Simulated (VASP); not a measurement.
Wanted: the native input for a VASP 6.6.1 run.

- Task: single point
- Functional: PBE
- Potentials or basis: VASP PAW PBE potentials, release 64 (Yb, I)
- Cutoff: 520 eV
- k mesh: 12 × 12 × 12
- Occupations: gaussian, width 0.1 eV
- Spin: no spin polarisation
- Dipole correction: no
- Further INCAR settings: ALGO = Fast; EDIFF = 1e-07; NBANDS = 34

The structure of Yb2I lies in POSCAR:

```
Yb2I
1.0
    0.0000000000      3.8846369467      3.8846369467
    3.8846369467      0.0000000000      3.8846369467
    3.8846369467      3.8846369467      0.0000000000
Yb I
2 1
Direct
    0.2500000000      0.2500000000      0.2500000000
    0.7500000000      0.7500000000      0.7500000000
    0.0000000000      0.0000000000      0.0000000000
```

The cell was built from a structure type or drawn by symmetry, and may not be a known phase.

One way to write it, as run:

INCAR

```
  PREC = Accurate
  ENCUT = 520
  EDIFF = 1E-7
  ISMEAR = 0
  SIGMA = 0.1
  LREAL = False
  LASPH = True
  NELM = 100
  ALGO = Fast
  ISIF = 2
  LWAVE = False
  LCHARG = False
  GGA = PE
  NBANDS = 34
```

KPOINTS

```
regular mesh
0
Gamma
  12 12 12
```

Potentials or basis: VASP PAW PBE potentials, release 64 (Yb, I).

Command:

```console
$ cat potpaw_PBE.64/Yb/POTCAR potpaw_PBE.64/I/POTCAR > POTCAR
$ mpirun -np 1 vasp_std > vasp.out
```

Results of the run:

The pressure is -0.2 GPa and the band gap on the k mesh is zero (an odd number of electrons rules out a gap without spin polarisation).

Caveat: spin-orbit coupling is left out, which moves the levels of the heavy elements; an odd number of electrons without spin polarisation forces a metal; a magnetic or distorted state may lie lower.

Run time: 22 min on 1 thread of AMD EPYC 9R45 96-Core Processor (Zen 5), on a shared host, peak memory 0.43 GiB.
